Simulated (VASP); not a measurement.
BN: single point with PBE+D3(BJ)

System: BN, a slab with vacuum.

```
B N
1.0
     2.50876    0.00000    0.00000
    -1.25438    2.17265    0.00000
     0.00000    0.00000   32.60000
B N
2 2
Direct
  0.00000 0.00000 0.44455
  0.00000 0.00000 0.55545
  0.66667 0.33333 0.44453
  0.66667 0.33333 0.55547
```

```json
{"Program": "VASP 6.6.1", "Task": "single point", "Functional": "PBE", "Dispersion": "D3(BJ)", "Potentials or basis": "VASP PAW PBE potentials, release 64 (B, N)", "Cutoff": "520 eV", "k mesh": "12 × 12 × 1", "Occupations": "gaussian, width 0.02 eV", "Spin": "no spin polarisation"}
```

```yaml
Largest_force: 0.005 eV/Å
Band_gap_on_the_k_mesh: 4.15 eV
Dispersion_energy_per_atom: -0.100 eV
```

Forces in eV/Å, atoms in the order of the input:
```
B    0.000  0.000 -0.005
B    0.000  0.000  0.005
N    0.000  0.000  0.004
N    0.000  0.000 -0.004
```

Levels at points of the mesh, in eV from the valence-band top:
| k point | band 4 | band 5 | band 6 | band 7 | band 8 | band 9 | band 10 | band 11 | band 12 | band 13 |
| --- | --- | --- | --- | --- | --- | --- | --- | --- | --- | --- |
| (0.00, 0.00, 0.00) | -5.03 | -1.50 | -1.50 | -1.49 | -1.49 | 4.57 | 5.10 | 5.65 | 5.91 | 6.13 |
| (0.50, 0.00, 0.00) | -8.99 | -4.29 | -4.27 | -1.25 | -0.86 | 4.20 | 5.07 | 9.33 | 9.80 | 12.23 |

It took 40 s on 1 thread of AMD EPYC 9R45 96-Core Processor (Zen 5) (shared host), peak memory 0.28 GiB.
